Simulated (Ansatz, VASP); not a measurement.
# One calculation of InSb2, two programs

```
In Sb
1.0
     3.20465    1.85021    5.21493
    -3.20465    1.85021    5.21493
     0.00000   -3.70041    5.21493
In Sb
2 4
Direct
  0.12628 0.12628 0.12628
  0.87372 0.87372 0.87372
  0.50000 0.50000 0.00000
  0.00000 0.50000 0.50000
  0.50000 0.00000 0.50000
  0.50000 0.50000 0.50000
```

Change from the starting cell: species swapped into the TbCo2 type (R-3m, No. 166).

Alike in both runs: functional PBE; k mesh 6 × 6 × 6; occupations gaussian, width 0.1 eV; no spin polarisation.

Ansatz relaxed the structure, and its values are those at the end. VASP's run is a single point on that final structure, the one shown.

|  | VASP | Ansatz |
| --- | --- | --- |
| version | VASP 6.6.1 | Ansatz 0.2.0 |
| potentials or method | VASP PAW PBE potentials, release 64 (In_d, Sb), cutoff 520 eV | scalar-relativistic, plane waves, PAW |
| valence electrons in the cell | 46 | 86 |

VASP gave:

* gap on the k mesh at the Fermi level (eV): none
* pressure (GPa): -0.1
* rms of the force components (eV/Å): 0.005

**Question.** Which values does Ansatz return?

**Answer.** gap on the k mesh at the Fermi level (eV): none; pressure (GPa): 0.0; rms of the force components (eV/Å): 0.005.

A gap of «none» marks a metal or a gap that the smearing closes. VASP's potentials hold 46 valence electrons a cell and Ansatz's 86, so a difference there can come from the potentials and not from the codes.

Neither program's run includes spin-orbit coupling.
